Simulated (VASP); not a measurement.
A run of VASP 6.6.1 is set up as follows.

Contents of INCAR:

```
PREC = Accurate ; ENCUT = 520
EDIFF = 1E-6 ; ISMEAR = 0
SIGMA = 0.01 ; LREAL = False
LASPH = True ; NELM = 80
ALGO = Normal ; ISIF = 2
LWAVE = False ; LCHARG = False
GGA = PE ; NBANDS = 24
```

The input KPOINTS:

```
regular mesh
0
Gamma
  6 6 2
```

File POSCAR:

```
BaS
1.0
    5.3818559345      0.0000000000      0.0000000000
   -2.6909279672      4.6608239588      0.0000000000
    0.0000000000      0.0000000000      6.3833231674
Ba S
2 2
Direct
    0.3333333333      0.6666666667     -0.0625000000
    0.6666666667      0.3333333333      0.4375000000
    0.3333333333      0.6666666667      0.4375000000
    0.6666666667      0.3333333333      0.9375000000
```

Potentials or basis: VASP PAW PBE potentials, release 64 (Ba_sv, S).

Command:

```bash
$ cat potpaw_PBE.64/Ba_sv/POTCAR potpaw_PBE.64/S/POTCAR > POTCAR
$ mpirun -np 1 vasp_std > vasp.out
```

(1) What does it give for the pressure?

(2) Estimate the band gap on the k mesh.

Results:

(1) 0.7 GPa.

(2) 2.45 eV, indirect (least direct gap 2.60 eV).

Caveat: the k points lie up to 0.49 Å⁻¹ apart; spin-orbit coupling is left out, which moves the levels of the heavy elements.
